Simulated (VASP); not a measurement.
# PbO2 (P4_2/mnm) in VASP: relaxation of cell and atoms with PBE

Aim: the relaxation of cell and atoms of PbO2 with PBE.

All numbers are computed with VASP 6.6.1; they aren't measurements. Logs are shortened: lines on timing, memory, paths and dates and some standing lists are left out, and cuts for length are marked.

## 1. The cell of the first run

It takes space group P4_2/mnm (No. 136, tetragonal). Conventional cell: a = 4.958 Å, b = 4.958 Å, c = 3.388 Å, α = 90.00°, β = 90.00°, γ = 90.00°. Pb (site symmetry mmm) has 6 O at 2.15 to 2.17 Å within 2.9 Å. Within 2.9 Å of O (site symmetry m2m) lie 3 Pb at 2.15 to 2.17 Å and 1 O at 2.70 Å.

## 2. Relaxation of cell and atoms, PBE

The input, INCAR:

```
SYSTEM = PbO2
PREC = Accurate
ENCUT = 600
EDIFF = 1E-6
ISMEAR = -1
SIGMA = 0.02
LREAL = .FALSE.
LASPH = .TRUE.
NELM = 80
ALGO = Normal
ISIF = 3
LWAVE = .FALSE.
LCHARG = .FALSE.
GGA = PE
IBRION = 2
NSW = 80
EDIFFG = -0.005
```

The input, KPOINTS:

```
Automatic mesh
0
G
  6 6 8
  0 0 0
```

The input, POSCAR:

```
PbO2
1.0
    4.9577000000      0.0000000000      0.0000000000
    0.0000000000      4.9577000000      0.0000000000
    0.0000000000      0.0000000000      3.3879000000
Pb O
2 4
Direct
    0.0000000000      0.0000000000      0.0000000000
    0.5000000000      0.5000000000      0.5000000000
    0.3072000000      0.3072000000      0.0000000000
    0.1928000000      0.8072000000      0.5000000000
    0.6928000000      0.6928000000      0.0000000000
    0.8072000000      0.1928000000      0.5000000000
```

Potentials or basis: VASP PAW PBE potentials, release 64 (Pb_d, O).

Run with:

```bash
> cat potpaw_PBE.64/Pb_d/POTCAR potpaw_PBE.64/O/POTCAR > POTCAR
> mpirun -np 1 vasp_std > vasp.out
```

OUTCAR:

```text
SYSTEM = PbO2
   PREC = Accurate
   ENCUT = 600
   EDIFF = 1E-6
   ISMEAR = -1
   LREAL = .FALSE.
   LASPH = .TRUE.
   NELM = 80
   ISIF = 3
   GGA = PE
   IBRION = 2
   NSW = 80
   EDIFFG = -0.005

 ion  position               nearest neighbor table
   1  0.000  0.000  0.000-   3 2.15   5 2.15   4 2.17   6 2.17   4 2.17   6 2.17   2 3.89   2 3.89
                             2 3.89   2 3.89   2 3.89   2 3.89   2 3.89   2 3.89
   2  0.500  0.500  0.500-   4 2.15   6 2.15   5 2.17   3 2.17   3 2.17   5 2.17   1 3.89   1 3.89
                             1 3.89   1 3.89   1 3.89   1 3.89   1 3.89   1 3.89
   3  0.307  0.307  0.000-   1 2.15   2 2.17   2 2.17
   4  0.193  0.807  0.500-   2 2.15   1 2.17   1 2.17
   5  0.693  0.693  0.000-   1 2.15   2 2.17   2 2.17
   6  0.807  0.193  0.500-   2 2.15   1 2.17   1 2.17

  LATTYP: Found a simple tetragonal cell.
 ALAT       =     4.9577000000
 C/A-ratio  =     0.6833612361

  Lattice vectors:

 A1 = (   4.9577000000,   0.0000000000,   0.0000000000)
 A2 = (   0.0000000000,   4.9577000000,   0.0000000000)
 A3 = (   0.0000000000,   0.0000000000,   3.3879000000)

Analysis of symmetry for initial positions (statically):
=====================================================================
 Subroutine PRICEL returns:
 Original cell was already a primitive cell.

 Routine SETGRP: Setting up the symmetry group for a
 simple tetragonal supercell.

 Subroutine GETGRP returns: Found 16 space group operations
 (whereof  8 operations were pure point group operations)
 out of a pool of 16 trial point group operations.

The static configuration has the point symmetry D_2h.
 The point group associated with its full space group is D_4h.

Analysis of symmetry for dynamics (positions and initial velocities):
=====================================================================
 Subroutine PRICEL returns:
 Original cell was already a primitive cell.

 Routine SETGRP: Setting up the symmetry group for a
 simple tetragonal supercell.

 Subroutine GETGRP returns: Found 16 space group operations
 (whereof  8 operations were pure point group operations)
 out of a pool of 16 trial point group operations.

The dynamic configuration has the point symmetry D_2h.
 The point group associated with its full space group is D_4h.

 Subroutine INISYM returns: Found 16 space group operations
 (whereof  8 operations are pure point group operations),
 and found     1 'primitive' translations

----------------------------------------------------------------------------------------

                                     Primitive cell

  volume of cell :      83.2705

  direct lattice vectors                    reciprocal lattice vectors
     4.957700000  0.000000000  0.000000000     0.201706436  0.000000000  0.000000000
     0.000000000  4.957700000  0.000000000     0.000000000  0.201706436  0.000000000
     0.000000000  0.000000000  3.387900000     0.000000000  0.000000000  0.295168098

  length of vectors
     4.957700000  4.957700000  3.387900000     0.201706436  0.201706436  0.295168098

  position of ions in fractional coordinates (direct lattice)
     0.000000000  0.000000000  0.000000000
     0.500000000  0.500000000  0.500000000
     0.307200000  0.307200000  0.000000000
     0.192800000  0.807200000  0.500000000
     0.692800000  0.692800000  0.000000000
     0.807200000  0.192800000  0.500000000

  ion indices of the primitive-cell ions
   primitive index   ion index
                 1           1
                 2           2
                 3           3
                 4           4
                 5           5
                 6           6

----------------------------------------------------------------------------------------

 KPOINTS: Automatic mesh

Automatic generation of k-mesh.
 Grid dimensions read from file:
 generate k-points for:    6    6    8

 Generating k-lattice:

  Cartesian coordinates                     Fractional coordinates (reciprocal lattice)
     0.033617739  0.000000000  0.000000000     0.166666667  0.000000000  0.000000000
     0.000000000  0.033617739  0.000000000     0.000000000  0.166666667  0.000000000
     0.000000000  0.000000000  0.036896012     0.000000000  0.000000000  0.125000000

  Length of vectors
     0.033617739  0.033617739  0.036896012

  Shift w.r.t. Gamma in fractional coordinates (k-lattice)
     0.000000000  0.000000000  0.000000000

 Subroutine IBZKPT returns following result:
 ===========================================

 Found     50 irreducible k-points:

 Following reciprocal coordinates:
            Coordinates               Weight
  0.000000  0.000000  0.000000      1.000000
  0.166667  0.000000  0.000000      4.000000
  0.333333  0.000000  0.000000      4.000000
  0.500000  0.000000  0.000000      2.000000
  0.166667  0.166667  0.000000      4.000000
  0.333333  0.166667  0.000000      8.000000
[... 16 lines left out ...]
  0.333333  0.000000  0.250000      8.000000
  0.500000  0.000000  0.250000      4.000000
 [... further k-points ...]
   k-points           NKPTS =     50   k-points in BZ     NKDIM =     50   number of bands    NBANDS=     31
   number of dos      NEDOS =    301   number of ions     NIONS =      6
   total plane-waves  NPLWV =  44800
   dimension x,y,z NGX =    40 NGY =   40 NGZ =   28
   dimension x,y,z NGXF=    80 NGYF=   80 NGZF=   56
   ions per type =               2   4
   NGX,Y,Z   is equivalent  to a cutoff of  13.41, 13.41, 13.74 a.u.
   NGXF,Y,Z  is equivalent  to a cutoff of  26.83, 26.83, 27.48 a.u.
 SYSTEM =  PbO2
   PREC   = accura    normal or accurate (medium, high low for compatibility)
   ISTART =      0    job   : 0-new  1-cont  2-samecut
   ICHARG =      2    charge: 1-file 2-atom 10-const
   ISPIN  =      1    spin polarized calculation?
   LNONCOLLINEAR =      F non collinear calculations
   LSORBIT =      F    spin-orbit coupling
   LASPH  =      T    aspherical Exc in radial PAW
   ENCUT  =  600.0 eV  44.10 Ry    6.64 a.u.   9.90  9.90  6.77*2*pi/ulx,y,z
   NELM   =     80;   NELMIN=  2; NELMDL= -5     # of ELM steps
   EDIFF  = 0.1E-05   stopping-criterion for ELM
   LREAL  =      F    real-space projection
   EDIFFG = -.5E-02   stopping-criterion for IOM
   NSW    =     80    number of steps for IOM
   IBRION =      2    ionic relax: 0-MD 1-quasi-New 2-CG
   NFREE  =      1    steps in history (QN), initial steepest desc. (CG)
   ISIF   =      3    stress and relaxation
   ISYM   =      2    0-nonsym 1-usesym 2-fastsym
   POTIM  = 0.5000    time-step for ionic-motion
   TEBEG  =    0.0;   TEEND  =   0.0 temperature during run
   PSTRESS=    0.0 pullay stress
   NELECT =      52.0000    total number of electrons
   NUPDOWN=      -1.0000    fix difference up-down
   EMIN   =  10.00;   EMAX   =-10.00  energy-range for DOS
   EFERMI =   0.00;   METHOD = LEGACY
   ISMEAR =    -1;   SIGMA  =   0.02  broadening in eV -4-tet -1-fermi 0-gaus
   EFERMI_NEDOS =   21; number of points for ismear=-14 and -15
   IALGO  =     38    algorithm
   IMIX   =      4    mixing-type and parameters
     AMIX     =   0.40;   BMIX     =  1.00
     AMIX_MAG =   1.60;   BMIX_MAG =  1.00
  volume/ion in A,a.u.               =      13.88        93.66
  Fermi-wavevector in a.u.,A,eV,Ry     =   1.399305  2.644302 26.640933  1.958053
  Thomas-Fermi vector in A             =   2.522377
   LORBIT       =      0    0 simple, 1 ext, 2 COOP (PROOUT), +10 PAW based schemes
   GGA     = PE    functional components
   LHFCALC =     F    Hartree Fock is set to
   AEXX    =    0.0000 exact exchange contribution
   IVDW    =     0    specifies the selected vdW correction
   LEPSILON=     F    determine dielectric tensor
   LRPA    =     F    only Hartree local field effects (RPA)
 conjugate gradient relaxation of ions
 non-spin polarized calculation
  energy-cutoff  :      600.00
  volume of cell :       83.27
 maximum number of plane-waves:      2820
 NGX is ok and might be reduce to    40
   NGX = 19   NGY = 19   NGZ = 13

--------------------------------------- Ionic step        1  -------------------------------------------

 number of electron      52.0000013 magnetization

 Free energy of the ion-electron system (eV)
  ---------------------------------------------------
  ext. energy  EPLUGINS =         0.00000000
  ---------------------------------------------------
  free energy    TOTEN  =       -31.71784527 eV

  energy without entropy =      -31.71766388  energy(sigma->0) =      -31.71775458

------------------------ aborting loop because EDIFF is reached ----------------------------------------

  FORCE on cell =-STRESS in cart. coord.  units (eV):
  Direction    XX          YY          ZZ          XY          YZ          ZX
  --------------------------------------------------------------------------------------
  -------------------------------------------------------------------------------------
  Total        4.3666154      4.3666154      5.4505936     -0.0000000      0.0000000      0.0000000
  in kB       84.0164744     84.0164744    104.8729088     -0.0000000      0.0000000      0.0000000
  external PRESSURE =      90.9686192 kB  Pullay stress =       0.0000000 kB
[... 305 lines left out ...]
  energy  without entropy=      -31.8645620463  energy(sigma->0) =      -31.86499227

--------------------------------------- Ionic step        9  -------------------------------------------

 number of electron      51.9999981 magnetization

 Free energy of the ion-electron system (eV)
  ---------------------------------------------------
  ext. energy  EPLUGINS =         0.00000000
  ---------------------------------------------------
  free energy    TOTEN  =       -31.86552341 eV

  energy without entropy =      -31.86467459  energy(sigma->0) =      -31.86509900

 E-fermi :   3.7249     XC(G=0): -10.3670

 val. band max:        3.7230059543   @ k =   0.0000   0.0000   0.1250
 cond. band min:       3.7387049227   @ k =   0.1667   0.0000   0.0000
 fundamental gap:      0.0156989684
 Fermi energy:         3.7249169000

 k-point     1 :       0.0000    0.0000    0.0000
  band No.  band energies     occupation
      1     -14.2543      2.00000
      2     -14.2169      2.00000
      3     -12.6627      2.00000
      4     -12.6627      2.00000
      5     -11.7827      2.00000
      6     -11.6341      2.00000
[... 805 lines left out ...]
     30      11.2913      0.00000
     31      12.1343      0.00000

 [... further k-points ...]

------------------------ aborting loop because EDIFF is reached ----------------------------------------

  FORCE on cell =-STRESS in cart. coord.  units (eV):
  Direction    XX          YY          ZZ          XY          YZ          ZX
  --------------------------------------------------------------------------------------
  -------------------------------------------------------------------------------------
  Total       -0.0032553     -0.0032553     -0.0167584      0.0000000      0.0000000      0.0000000
  in kB       -0.0586120     -0.0586120     -0.3017358      0.0000000      0.0000000      0.0000000
  external PRESSURE =      -0.1396533 kB  Pullay stress =       0.0000000 kB
[... 21 lines left out ...]
  FREE ENERGIE OF THE ION-ELECTRON SYSTEM (eV)
  ---------------------------------------------------
  free  energy   TOTEN  =       -31.8655234126 eV

  energy  without entropy=      -31.8646745884  energy(sigma->0) =      -31.86509900

 reached required accuracy - stopping structural energy minimisation
```

Run time: 12 min. Hardware: 1 thread of Intel Xeon 8259CL, shared host; peak memory 0.3 GiB.

Results:

```
Free energy                           : -31.8655 eV
Relaxed volume                        : 14.83 Å³/atom
Relaxed cell                          : a = 5.082 Å, b = 5.082 Å, c = 3.445 Å, α = 90.00°, β = 90.00°, γ = 90.00°
Space group after relaxing (to 0.1 Å) : P4_2/mnm (No. 136)
Energy gained by relaxing             : 24.6 meV/atom
Ionic steps                           : 9
Pressure after relaxing               : 0.0 GPa
Band gap on the k mesh                : 0.02 eV (least direct gap 0.09 eV)
```

Step by step:
```csv
step,energy change (eV),largest force (eV/Å),pressure (GPa),volume (Å³)
1,0.0000,0.0679,9.10,83.27
2,-0.0631,0.1825,-5.30,93.13
3,-0.1438,0.0929,0.03,88.65
4,-0.1437,0.0901,0.18,88.54
5,-0.1462,0.0369,0.16,88.67
6,-0.1474,0.0298,0.15,88.85
7,-0.1476,0.0089,-0.14,89.07
8,-0.1476,0.0116,-0.11,89.05
9,-0.1477,0.0001,-0.01,88.98
```

Final structure:
```xyz
6
Lattice="5.0820 0.0000 0.0000 0.0000 5.0820 0.0000 0.0000 0.0000 3.4455" Properties=species:S:1:pos:R:3 pbc="T T T"
Pb    0.0000    0.0000    3.4455
Pb    2.5410    2.5410    1.7227
O     1.5648    1.5648    0.0000
O     0.9762    4.1058    1.7227
O     3.5172    3.5172    3.4455
O     4.1058    0.9762    1.7227
```

Levels at points of the mesh, in eV from the valence-band top:
| k point | band 23 | band 24 | band 25 | band 26 | band 27 | band 28 | band 29 | band 30 |
| --- | --- | --- | --- | --- | --- | --- | --- | --- |
| (0.00, 0.00, 0.00) | -0.64 | -0.64 | -0.55 | -0.55 | 0.09 | 3.86 | 5.74 | 5.74 |
| (0.50, 0.00, 0.00) | -0.66 | -0.66 | -0.36 | -0.36 | 2.06 | 2.06 | 6.33 | 6.33 |
| (0.50, 0.50, 0.00) | -0.69 | -0.69 | -0.45 | -0.45 | 2.46 | 2.46 | 6.52 | 6.52 |
| (0.00, 0.00, 0.50) | -1.01 | -1.01 | -0.73 | -0.73 | 3.37 | 3.37 | 8.59 | 8.59 |
| (0.50, 0.00, 0.50) | -0.70 | -0.70 | -0.27 | -0.27 | 3.65 | 3.65 | 7.00 | 7.00 |
| (0.50, 0.50, 0.50) | -0.62 | -0.62 | -0.48 | -0.48 | 2.52 | 2.52 | 8.11 | 8.11 |

Caveat: spin-orbit coupling is left out, which moves the levels of the heavy elements. A k mesh can miss the band edges.
